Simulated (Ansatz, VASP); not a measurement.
**Sn: VASP beside Ansatz**

Contents of INCAR:

```
  PREC = Accurate
  ENCUT = 520
  EDIFF = 1E-8
  ISMEAR = -1
  SIGMA = 0.03
  LREAL = F
  LASPH = T
  NELM = 100
  ALGO = Normal
  ISIF = 2
  LWAVE = F
  LCHARG = F
  LEFG = T
  NBANDS = 21
```

KPOINTS

```
Automatic mesh
0
Gamma
  9 9 9
```

Contents of POSCAR:

```
Sn
1.0
    0.0000000000      3.1482320000      3.2456000000
    3.1482320000      0.0000000000      3.2456000000
    3.1482320000      3.1482320000      0.0000000000
Sn
2
Direct
    0.5000000000      0.5000000000      0.5000000000
    0.7500000000      0.7500000000      0.7500000000
```

Input for Ansatz:

```yaml
crystal:
  lattice:
    - [0.0, 3.148232, 3.2456]
    - [3.148232, 0.0, 3.2456]
    - [3.148232, 3.148232, 0.0]
  atoms:
    - { symbol: Sn, position: [0.5, 0.5, 0.5] }
    - { symbol: Sn, position: [0.75, 0.75, 0.75] }
kpoints:
  mp_grid: { grid: [9, 9, 9] }
scf:
  occupations: { method: fermi_dirac, width: 0.03 }
hamiltonian:
  xc: lda
  pseudopotentials: { kind: all_electron, datasets: crystal }
output:
  forces: true
  stress: true
  eigenvalues: true
  efg: { contact_densities: true }
```

Change from the starting cell: equal xx and yy strain of -3 %, crystal datasets.

Alike in both runs: task electric field gradients; functional LDA; k mesh 9 × 9 × 9; occupations fermi-dirac, width 0.03 eV; no spin polarisation.

|  | VASP | Ansatz |
| --- | --- | --- |
| version | VASP 6.6.1 | Ansatz 0.2.0 |
| potentials or method | VASP PAW LDA potentials, release 64 (Sn_d), cutoff 520 eV | all-electron PAW with datasets made for the crystal, scalar-relativistic |

```tsv
	VASP	Ansatz	Ansatz less VASP
pressure (GPa)	2.7	2.7	-0.01
traceless stress, the component that is largest in VASP (GPa)	-0.71	-0.70	+0.009
size of Vzz on the site where it differs most (V/Å²)	2.8	3.2	+0.31
```

LDA's correlation is that of Perdew and Zunger in VASP and of Perdew and Wang (1992) in Ansatz. Ansatz ran all-electron here, and VASP with PAW potentials.
